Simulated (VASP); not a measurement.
The system is Si3Sn.

```xyz
8
Lattice="5.2645 0.0000 0.0000 0.0000 5.2645 0.0000 0.0000 0.0000 5.2645" Properties=species:S:1:pos:R:3 pbc="T T T"
Si    0.0000    2.6322    1.3161
Si    0.0000    2.6322    3.9483
Si    1.3161    0.0000    2.6322
Si    3.9483    0.0000    2.6322
Si    2.6322    3.9483    0.0000
Si    2.6322    1.3161    0.0000
Sn    0.0000    0.0000    0.0000
Sn    2.6322    2.6322    2.6322
```

```yaml
Program: VASP 6.6.1
Task: relaxation of cell and atoms
Functional: PBE
Potentials_or_basis: VASP PAW PBE potentials, release 64 (Si, Sn_d)
Cutoff: 500 eV
k_mesh: 8 × 8 × 8
Occupations: gaussian, width 0.1 eV
Spin: no spin polarisation
```

At the start: pressure 2.3 GPa; volume 18.24 Å³/atom.

Task: Where does the relaxation end?

Result: Over 3 steps the energy falls by 4.0 meV/atom and the volume is 18.81 Å³/atom (+3.1 %); space group Pm-3n (No. 223, to 0.1 Å) before and after.

Step by step:
| step | energy change (eV) | largest force (eV/Å) | pressure (GPa) | volume (Å³) |
| --- | --- | --- | --- | --- |
| 1 | 0.0000 | 0.0000 | 2.28 | 145.90 |
| 2 | -0.0305 | 0.0000 | -0.43 | 151.45 |
| 3 | -0.0318 | 0.0000 | 0.00 | 150.49 |

Final structure:
```
Si Sn
1.0
     5.31904    0.00000    0.00000
     0.00000    5.31904    0.00000
     0.00000    0.00000    5.31904
Si Sn
6 2
Direct
  0.00000 0.50000 0.25000
  0.00000 0.50000 0.75000
  0.25000 0.00000 0.50000
  0.75000 0.00000 0.50000
  0.50000 0.75000 0.00000
  0.50000 0.25000 0.00000
  0.00000 0.00000 0.00000
  0.50000 0.50000 0.50000
```
